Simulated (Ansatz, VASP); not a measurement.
## One calculation of GaP, two programs

File INCAR:

```
SYSTEM = GaP
PREC = Accurate
ENCUT = 520
EDIFF = 1E-6
ISMEAR = 0
SIGMA = 0.01
LREAL = .FALSE.
LASPH = .TRUE.
NELM = 60
ALGO = Normal
ISIF = 2
LWAVE = .FALSE.
LCHARG = .TRUE.
LELF = .TRUE.
LVHAR = .TRUE.
NBANDS = 16
```

KPOINTS

```
regular mesh
0
G
  8 8 8
  0 0 0
```

POSCAR

```
GaP
1.0
    2.6361962605      2.6361962605      0.0000000000
   -2.6361962605      2.6361962605      0.0000000000
    0.0000000000      2.6361962605      2.6361962605
Ga P
1 1
Direct
    0.0000000000      0.0000000000      0.0000000000
    0.7500000000      0.2500000000      0.5000000000
```

Input for Ansatz:

```yaml
crystal:
  lattice:
    - [2.63619626055, 2.63619626055, 0.0]
    - [-2.63619626055, 2.63619626055, 0.0]
    - [0.0, 2.63619626055, 2.63619626055]
  atoms:
    - { symbol: Ga, position: [0.0, 0.0, 0.0] }
    - { symbol: P, position: [0.75, 0.25, 0.5] }
kpoints:
  mp_grid: { grid: [8, 8, 8] }
scf:
  occupations: { method: fixed }
  convergence: { dr2_threshold: 1.0e-10 }
hamiltonian:
  xc: lda
  pseudopotentials: { kind: all_electron, lapw: { basis_error: 0.0005 } }
output:
  forces: true
  stress: true
  eigenstates:
    kpoints:
      - [0.0, 0.0, 0.0]
      - [0.428941029, -0.428941029, 0.0]
      - [0.428941029, 0.428941029, 0.428941029]
      - [0.0, 0.0, 0.428941029]
      - [0.5, 0.0, 0.0]
      - [0.0, 0.5, 0.5]
      - [0.0, -0.5, 0.0]
      - [0.5, 0.0, 0.5]
      - [-0.5, -0.5, -0.5]
      - [-0.5, 0.5, 0.0]
      - [0.0, 0.0, -0.5]
  eigenvalues: true
```

Alike in both runs: task single point; functional LDA; k mesh 8 × 8 × 8; no spin polarisation.

|  | VASP | Ansatz |
| --- | --- | --- |
| version | VASP 6.6.1 | Ansatz 0.2.0 |
| potentials or method | VASP PAW LDA potentials, release 64 (Ga_d, P), cutoff 520 eV | all-electron LAPW, scalar-relativistic |
| occupations | gaussian, width 0.01 eV | fixed |

Ansatz gave:

| Property | Result |
| --- | --- |
| gap on the k mesh at the Fermi level (eV) | 1.28 |
| pressure (GPa) | 7.0 |

Which values does VASP return?

gap on the k mesh at the Fermi level (eV): 1.28; pressure (GPa): 7.1.

LDA's correlation is that of Perdew and Zunger in VASP and of Perdew and Wang (1992) in Ansatz. Ansatz ran all-electron here, and VASP with PAW potentials.
